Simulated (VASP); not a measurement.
Write the native input for VASP 6.6.1 that does the following.

```yaml
Task: single point
Functional: PBE
Potentials_or_basis: VASP PAW PBE potentials, release 64 (Ba_sv, Ti_sv, O)
Cutoff: 520 eV
k_mesh: 8 × 8 × 8
Occupations: gaussian, width 0.05 eV
Spin: no spin polarisation
Dipole_correction: no
Further_INCAR_settings: ALGO = Normal; EDIFF = 1e-07; NBANDS = 28
```

The structure of BaTiO3 lies in POSCAR:

```
BaTiO3
1.0
    3.9543942030      0.0000000000      0.0000000000
    0.0000000000      3.9543942030      0.0000000000
    0.0000000000      0.0000000000      4.1521650075
Ba Ti O
1 1 3
Direct
    0.0000000000      0.0000000000      0.0000000000
    0.5000000000      0.5000000000      0.5000000000
    0.5000000000      0.5000000000      0.0000000000
    0.5000000000      0.0000000000      0.5000000000
    0.0000000000      0.5000000000      0.5000000000
```

This cell differs from its parent crystal: ratio of the length along z to the lengths across it x 1.05, volume and fractional coordinates fixed.

The input as run:

INCAR

```
PREC = Accurate
ENCUT = 520
EDIFF = 1E-7
ISMEAR = 0
SIGMA = 0.05
LREAL = F
LASPH = T
NELM = 80
ALGO = Normal
ISIF = 2
LWAVE = F
LCHARG = F
GGA = PE
NBANDS = 28
```

KPOINTS

```
Automatic mesh
0
Gamma
  8 8 8
```

Potentials or basis: VASP PAW PBE potentials, release 64 (Ba_sv, Ti_sv, O).

Run with:

```bash
$ cat potpaw_PBE.64/Ba_sv/POTCAR potpaw_PBE.64/Ti_sv/POTCAR potpaw_PBE.64/O/POTCAR > POTCAR
$ mpirun -np 1 vasp_std > vasp.out
```

It gave:

The pressure is 2.3 GPa and the band gap on the k mesh is 1.63 eV (least direct gap 1.83 eV).

Caveat: spin-orbit coupling is left out, which moves the levels of the heavy elements.

It took 3.5 min on 1 thread of Intel Xeon 8259CL, on a shared host, peak memory 0.27 GiB.
